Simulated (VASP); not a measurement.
# LiBe16 (a cell with a defect) in VASP: single point with PBE

Aim: the single point of LiBe16 (a cell with a defect) with PBE.

Everything below comes from runs of VASP 6.6.1. Logs are shortened: lines on timing, memory, paths and dates and some standing lists are left out, and cuts for length are marked.

### Step 1. The cell of the first run

The cell holds a defect, 17 atoms: a = 4.580 Å, b = 3.966 Å, c = 7.177 Å, α = 90.00°, β = 90.00°, γ = 90.00°.

### Step 2. Single point, PBE

The input, INCAR:

```
SYSTEM = LiBe16
ALGO = Normal
EDIFF = 1E-6
ENCUT = 520
GGA = PE
ISIF = 2
ISMEAR = 0
LASPH = .True.
LCHARG = .False.
LREAL = Auto
LWAVE = .False.
NBANDS = 32
NELM = 100
PREC = Accurate
SIGMA = 0.1
```

The input, KPOINTS:

```
k-points
0
Gamma
  4 4 3
  0 0 0
```

The input, POSCAR:

```
LiBe16
1.0
   -2.2900000000     -3.9663960000      0.0000000000
    3.4350000000     -1.9831980000      0.0000000000
    0.0000000000      0.0000000000      7.1768600000
Be Li
16 1
Direct
    0.7333293117      0.4277412297      0.0107760218
    0.4837189878      0.2840845653      0.2572145757
    0.7334619882      0.4281903793      0.5034162572
    0.5605083956      0.6099636757      0.7569570815
    0.4950199035     -0.0719247222      0.0112787486
    0.2400626721      0.7979195106      0.2572131824
    0.4950393367     -0.0714159881      0.5030080007
    0.1757284408      0.7912041134      0.7573968281
    0.2380979476      0.4835136245      0.0124335712
   -0.0121659658      0.3059114813      0.2573728622
    0.2384020928      0.4833626762      0.5022268792
   -0.0322029871      0.3905156214      0.7569659991
    0.0089130017     -0.0107071983      0.0125482453
    0.7423738562      0.7909458896      0.2571364078
    0.0086564671     -0.0108793859      0.5022483370
    0.7737102137      0.9957704190      0.7574798728
    0.3738044276      0.2010291526      0.7573282745
```

Potentials or basis: VASP PAW PBE potentials, release 64 (Be, Li_sv).

Launch:

```
$ cat potpaw_PBE.64/Be/POTCAR potpaw_PBE.64/Li_sv/POTCAR > POTCAR
$ mpirun -np 1 vasp_std > vasp.out
```

OUTCAR:

```text
SYSTEM = LiBe16
   EDIFF = 1E-6
   ENCUT = 520
   GGA = PE
   ISIF = 2
   ISMEAR = 0
   LASPH = .True.
   LREAL = Auto
   NELM = 100
   PREC = Accurate

 ion  position               nearest neighbor table
   1  0.733  0.428  0.011-   4 2.11  12 2.12  13 2.15  10 2.17   2 2.18   5 2.26   5 2.26   9 2.28
                            14 2.28   9 2.32
   2  0.484  0.284  0.257-   3 2.18   1 2.18   6 2.23   9 2.23  11 2.23   7 2.26   5 2.26  10 2.27
                            14 2.29  10 2.31   6 2.32  14 2.33
   3  0.733  0.428  0.503-   4 2.11  12 2.12  15 2.15  10 2.17   2 2.18   7 2.26   7 2.27  11 2.28
                            14 2.28  11 2.32
   4  0.561  0.610  0.757-  16 1.82  17 1.83   8 1.90  12 2.06   3 2.11   1 2.11   7 2.24   5 2.24
                            17 2.50
   5  0.495  0.928  0.011-   9 2.12  14 2.17   6 2.18  17 2.19   4 2.24  13 2.24  16 2.24   2 2.26
                             1 2.26   1 2.26  13 2.37
   6  0.240  0.798  0.257-   9 2.15  11 2.16   7 2.18   5 2.18  13 2.19  15 2.19   2 2.23  10 2.27
                            14 2.28  14 2.30  10 2.32   2 2.32
   7  0.495  0.929  0.503-  11 2.12  14 2.17   6 2.18  17 2.19   4 2.24  15 2.24  16 2.24   2 2.26
                             3 2.26   3 2.27  15 2.36
   8  0.176  0.791  0.757-  12 1.85  17 1.86   4 1.90  16 2.01  13 2.13  15 2.13   9 2.22  11 2.22
[... 9 lines left out ...]
  13  0.009  0.989  0.013-  16 2.12   8 2.13   1 2.15  10 2.16   6 2.19   9 2.22   5 2.24   9 2.26
                            14 2.28   5 2.37
  14  0.742  0.791  0.257-   5 2.17   7 2.17  10 2.23  13 2.28   3 2.28   6 2.28  15 2.28   1 2.28
                             2 2.29   6 2.30  10 2.33   2 2.33
  15  0.009  0.989  0.502-  16 2.12   8 2.13   3 2.15  10 2.16   6 2.19  11 2.22   7 2.24  11 2.27
                            14 2.28   7 2.36
  16  0.774  0.996  0.757-  12 1.80   4 1.82  17 2.00   8 2.01  13 2.12  15 2.12   5 2.24   7 2.24

  17  0.374  0.201  0.757-   4 1.83   8 1.86  16 2.00  12 2.01   5 2.19   7 2.19  11 2.23   9 2.23
                             4 2.50

  LATTYP: Found a simple orthorhombic cell.
 ALAT       =     3.9663962620
 B/A-ratio  =     1.1547004875
 C/A-ratio  =     1.8094157835

  Lattice vectors:

 A1 = (  -3.4350000000,   1.9831980000,   0.0000000000)
 A2 = (  -2.2900000000,  -3.9663960000,   0.0000000000)
 A3 = (   0.0000000000,   0.0000000000,   7.1768600000)

Analysis of symmetry for initial positions (statically):
=====================================================================
 Subroutine PRICEL returns:
 Original cell was already a primitive cell.

 Routine SETGRP: Setting up the symmetry group for a
 simple orthorhombic supercell.

 Subroutine GETGRP returns: Found  1 space group operations
 (whereof  1 operations were pure point group operations)
 out of a pool of  8 trial point group operations.

The static configuration has the point symmetry C_1 .

Analysis of symmetry for dynamics (positions and initial velocities):
=====================================================================
 Subroutine PRICEL returns:
 Original cell was already a primitive cell.

 Routine SETGRP: Setting up the symmetry group for a
 simple orthorhombic supercell.

 Subroutine GETGRP returns: Found  1 space group operations
 (whereof  1 operations were pure point group operations)
 out of a pool of  8 trial point group operations.

The dynamic configuration has the point symmetry C_1 .

 Subroutine INISYM returns: Found  1 space group operations
 (whereof  1 operations are pure point group operations),
 and found     1 'primitive' translations

----------------------------------------------------------------------------------------

                                     Primitive cell

  volume of cell :     130.3755

  direct lattice vectors                    reciprocal lattice vectors
    -2.290000000 -3.966396000  0.000000000    -0.109170306 -0.189088533  0.000000000
     3.435000000 -1.983198000  0.000000000     0.218340611 -0.126059022  0.000000000
     0.000000000  0.000000000  7.176860000     0.000000000  0.000000000  0.139336702

  length of vectors
     4.579999697  3.966396262  7.176860000     0.218340626  0.252118027  0.139336702

  position of ions in fractional coordinates (direct lattice)
     0.733329312  0.427741230  0.010776022
     0.483718988  0.284084565  0.257214576
     0.733461988  0.428190379  0.503416257
     0.560508396  0.609963676  0.756957081
     0.495019904  0.928075278  0.011278749
     0.240062672  0.797919511  0.257213182
[... 9 lines left out ...]
     0.773710214  0.995770419  0.757479873
     0.373804428  0.201029153  0.757328274

  ion indices of the primitive-cell ions
   primitive index   ion index
                 1           1
                 2           2
                 3           3
                 4           4
                 5           5
                 6           6
[... 9 lines left out ...]
                16          16
                17          17

----------------------------------------------------------------------------------------

 KPOINTS: k-points

Automatic generation of k-mesh.
 Grid dimensions read from file:
 generate k-points for:    4    4    3

 Generating k-lattice:

  Cartesian coordinates                     Fractional coordinates (reciprocal lattice)
    -0.027292576 -0.047272133  0.000000000     0.250000000  0.000000000  0.000000000
     0.054585153 -0.031514755  0.000000000     0.000000000  0.250000000  0.000000000
     0.000000000  0.000000000  0.046445567     0.000000000  0.000000000  0.333333333

  Length of vectors
     0.054585156  0.063029507  0.046445567

  Shift w.r.t. Gamma in fractional coordinates (k-lattice)
     0.000000000  0.000000000  0.000000000

 Subroutine IBZKPT returns following result:
 ===========================================

 Found     26 irreducible k-points:

 Following reciprocal coordinates:
            Coordinates               Weight
  0.000000  0.000000  0.000000      1.000000
  0.250000  0.000000  0.000000      2.000000
  0.500000  0.000000  0.000000      1.000000
  0.000000  0.250000  0.000000      2.000000
  0.250000  0.250000  0.000000      2.000000
 -0.250000  0.250000  0.000000      2.000000
[... 16 lines left out ...]
  0.000000  0.500000  0.333333      2.000000
  0.250000  0.500000  0.333333      2.000000
 [... further k-points ...]
   k-points           NKPTS =     26   k-points in BZ     NKDIM =     26   number of bands    NBANDS=     32
   number of dos      NEDOS =    301   number of ions     NIONS =     17
   total plane-waves  NPLWV =  58320
   dimension x,y,z NGX =    36 NGY =   30 NGZ =   54
   dimension x,y,z NGXF=    72 NGYF=   60 NGZF=  108
   ions per type =              16   1
   NGX,Y,Z   is equivalent  to a cutoff of  13.07, 12.57, 12.51 a.u.
   NGXF,Y,Z  is equivalent  to a cutoff of  26.13, 25.15, 25.02 a.u.
 SYSTEM =  LiBe16
   PREC   = accura    normal or accurate (medium, high low for compatibility)
   ISTART =      0    job   : 0-new  1-cont  2-samecut
   ICHARG =      2    charge: 1-file 2-atom 10-const
   ISPIN  =      1    spin polarized calculation?
   LNONCOLLINEAR =      F non collinear calculations
   LSORBIT =      F    spin-orbit coupling
   LASPH  =      T    aspherical Exc in radial PAW
   ENCUT  =  520.0 eV  38.22 Ry    6.18 a.u.   8.52  7.37 13.34*2*pi/ulx,y,z
   NELM   =    100;   NELMIN=  2; NELMDL= -5     # of ELM steps
   EDIFF  = 0.1E-05   stopping-criterion for ELM
   LREAL  =      T    real-space projection
   EDIFFG = 0.1E-04   stopping-criterion for IOM
   NSW    =      0    number of steps for IOM
   IBRION =     -1    ionic relax: 0-MD 1-quasi-New 2-CG
   NFREE  =      0    steps in history (QN), initial steepest desc. (CG)
   ISIF   =      2    stress and relaxation
   ISYM   =      2    0-nonsym 1-usesym 2-fastsym
   POTIM  = 0.5000    time-step for ionic-motion
   TEBEG  =    0.0;   TEEND  =   0.0 temperature during run
   PSTRESS=    0.0 pullay stress
   NELECT =      35.0000    total number of electrons
   NUPDOWN=      -1.0000    fix difference up-down
   EMIN   =  10.00;   EMAX   =-10.00  energy-range for DOS
   EFERMI =   0.00;   METHOD = LEGACY
   ISMEAR =     0;   SIGMA  =   0.10  broadening in eV -4-tet -1-fermi 0-gaus
   EFERMI_NEDOS =   21; number of points for ismear=-14 and -15
   IALGO  =     38    algorithm
   IMIX   =      4    mixing-type and parameters
     AMIX     =   0.40;   BMIX     =  1.00
     AMIX_MAG =   1.60;   BMIX_MAG =  1.00
  volume/ion in A,a.u.               =       7.67        51.75
  Fermi-wavevector in a.u.,A,eV,Ry     =   1.056085  1.995711 15.174786  1.115315
  Thomas-Fermi vector in A             =   2.191307
   LORBIT       =      0    0 simple, 1 ext, 2 COOP (PROOUT), +10 PAW based schemes
   GGA     = PE    functional components
   LHFCALC =     F    Hartree Fock is set to
   AEXX    =    0.0000 exact exchange contribution
   IVDW    =     0    specifies the selected vdW correction
   LEPSILON=     F    determine dielectric tensor
   LRPA    =     F    only Hartree local field effects (RPA)
 non-spin polarized calculation
 Gauss-broadening in eV      SIGMA  =   0.10
  energy-cutoff  :      520.00
  volume of cell :      130.38
 maximum number of plane-waves:      3529
 NGX is ok and might be reduce to    36
   NGX = 17   NGY = 15   NGZ = 27

 number of electron      34.9999998 magnetization

 Free energy of the ion-electron system (eV)
  ---------------------------------------------------
  ext. energy  EPLUGINS =         0.00000000
  ---------------------------------------------------
  free energy    TOTEN  =       -57.51301047 eV

  energy without entropy =      -57.49467638  energy(sigma->0) =      -57.50384342

 E-fermi :   7.2734     XC(G=0): -10.6558

 val. band max:        7.2664010656   @ k =   0.0000   0.5000   0.3333
 cond. band min:       7.2943164272   @ k =  -0.2500   0.2500   0.0000
 fundamental gap:      0.0279153616
 Fermi energy:         7.2734275764

 k-point     1 :       0.0000    0.0000    0.0000
  band No.  band energies     occupation
      1     -38.8802      2.00000
      2      -4.0521      2.00000
      3      -2.1116      2.00000
      4      -1.8825      2.00000
      5       0.9829      2.00000
      6       1.1266      2.00000
[... 757 lines left out ...]
     28      13.3228      0.00000
     29      13.4217      0.00000

 [... further k-points ...]

 [bands above 29 left out]

------------------------ aborting loop because EDIFF is reached ----------------------------------------

  FORCE on cell =-STRESS in cart. coord.  units (eV):
  Direction    XX          YY          ZZ          XY          YZ          ZX
  --------------------------------------------------------------------------------------
  -------------------------------------------------------------------------------------
  Total       10.5094738     15.3632152      2.5169032     -5.2676215      0.0035671     -0.0066675
  in kB      129.1503329    188.7976884     30.9300826    -64.7335045      0.0438360     -0.0819367
  external PRESSURE =     116.2927013 kB  Pullay stress =       0.0000000 kB

 VOLUME and BASIS-vectors are now :
 -----------------------------------------------------------------------------
  energy-cutoff  :      520.00
  volume of cell :      130.38
      direct lattice vectors                 reciprocal lattice vectors
    -2.290000000 -3.966396000  0.000000000    -0.109170306 -0.189088533  0.000000000
     3.435000000 -1.983198000  0.000000000     0.218340611 -0.126059022  0.000000000
     0.000000000  0.000000000  7.176860000     0.000000000  0.000000000  0.139336702

 POSITION                                       TOTAL-FORCE (eV/Angst)
 -----------------------------------------------------------------------------------
     -0.21003     -3.75697      0.07734         0.003122     -0.002393     -0.001416
     -0.13189     -2.48202      1.84599         0.003708     -0.000020     -0.002873
     -0.20879     -3.75839      3.61295         0.002492      0.002725     -0.003479
      0.81166     -3.43288      5.43257         0.004517     -0.008190      0.001845
      2.05434     -3.80400      0.08095         0.000590     -0.006732      0.005891
      2.19111     -2.53462      1.84598         0.008801      0.003424      0.008128
[... 9 lines left out ...]
      1.64867     -5.04365      5.43633        -0.005684     -0.005902      0.000435
     -0.16548     -1.88134      5.43524        -0.004853      0.001322      0.006491
 -----------------------------------------------------------------------------------
    total drift:                               -0.008057     -0.000147      0.005482

  FREE ENERGIE OF THE ION-ELECTRON SYSTEM (eV)
  ---------------------------------------------------
  free  energy   TOTEN  =       -57.5130104670 eV

  energy  without entropy=      -57.4946763806  energy(sigma->0) =      -57.50384342
```

Run time: 2.6 min. Hardware: 1 thread of AMD EPYC 7R43 (Zen 3), shared host; peak memory 0.22 GiB.

Results:

| Quantity | Value |
| --- | --- |
| Free energy | -57.5130 eV |
| Largest force | 0.012 eV/Å |

Forces on the atoms (eV/Å):
```
Be   0.003 -0.002 -0.001
Be   0.004  0.000 -0.003
Be   0.002  0.003 -0.003
Be   0.005 -0.008  0.002
Be   0.001 -0.007  0.006
Be   0.009  0.003  0.008
Be  -0.002 -0.003 -0.001
Be  -0.002  0.012 -0.001
Be  -0.006  0.003 -0.004
Be  -0.002  0.000 -0.009
Be   0.001 -0.001 -0.005
Be   0.006 -0.002  0.007
Be  -0.001  0.005  0.000
Be  -0.003 -0.003  0.003
Be  -0.003  0.002 -0.004
Be  -0.006 -0.006  0.000
Li  -0.005  0.001  0.006
```

Caveat: the k points lie up to 0.40 Å⁻¹ apart; the cutoff is under 1.25 times the usual one of these potentials, so pressure, stress and relaxed cells hold a basis-set (Pulay) error.
